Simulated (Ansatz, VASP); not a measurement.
One calculation of Y, two programs

The input INCAR:

```
ALGO = Fast ; EDIFF = 1E-6
ENCUT = 520 ; GGA = PS
ISIF = 2 ; ISMEAR = 0
LASPH = T ; LCHARG = F
LREAL = F ; LWAVE = F
NBANDS = 12 ; NELM = 80
PREC = Accurate ; SIGMA = 0.15
```

KPOINTS

```
k-points
0
Gamma
  16 16 16
```

File POSCAR:

```
Y
1.0
    0.0000000000      2.6838000000      2.2862000000
    2.6838000000      0.0000000000      2.2862000000
    2.6838000000      2.6838000000      0.0000000000
Y
1
Direct
    0.0000000000      0.0000000000      0.0000000000
```

Input for Ansatz:

```yaml
crystal:
  lattice:
    - [0.0, 2.6838, 2.2862]
    - [2.6838, 0.0, 2.2862]
    - [2.6838, 2.6838, 0.0]
  atoms:
    - { symbol: "Y", position: [0.0, 0.0, 0.0] }
basis:
  ecutwfc: 420
kpoints:
  mp_grid: { grid: [16, 16, 16] }
hamiltonian:
  xc: pbesol
scf:
  occupations: { method: gaussian, width: 0.15 }
output:
  forces: true
  stress: true
  eigenvalues: true
```

Change from the starting cell: strain +0.080 along x and y, -0.080 along z, atoms carried along.

Alike in both runs: task single point; functional PBEsol; k mesh 16 × 16 × 16; occupations gaussian, width 0.15 eV; no spin polarisation.

|  | VASP | Ansatz |
| --- | --- | --- |
| version | VASP 6.6.1 | Ansatz 0.2.0 |
| potentials or method | VASP PAW PBE potentials, release 64 (Y_sv), cutoff 520 eV | scalar-relativistic, plane waves, PAW |
| valence electrons in the cell | 11 | 11 |

|  | VASP | Ansatz | Ansatz less VASP |
| --- | --- | --- | --- |
| gap on the k mesh at the Fermi level (eV) | none | none | - |
| pressure (GPa) | -2.5 | -2.4 | +0.13 |
| traceless stress, the component that is largest in VASP (GPa) | 2.04 | 2.02 | -0.018 |

VASP's potentials were made for PBE, not for PBEsol. A gap of «none» marks a metal or a gap that the smearing closes.
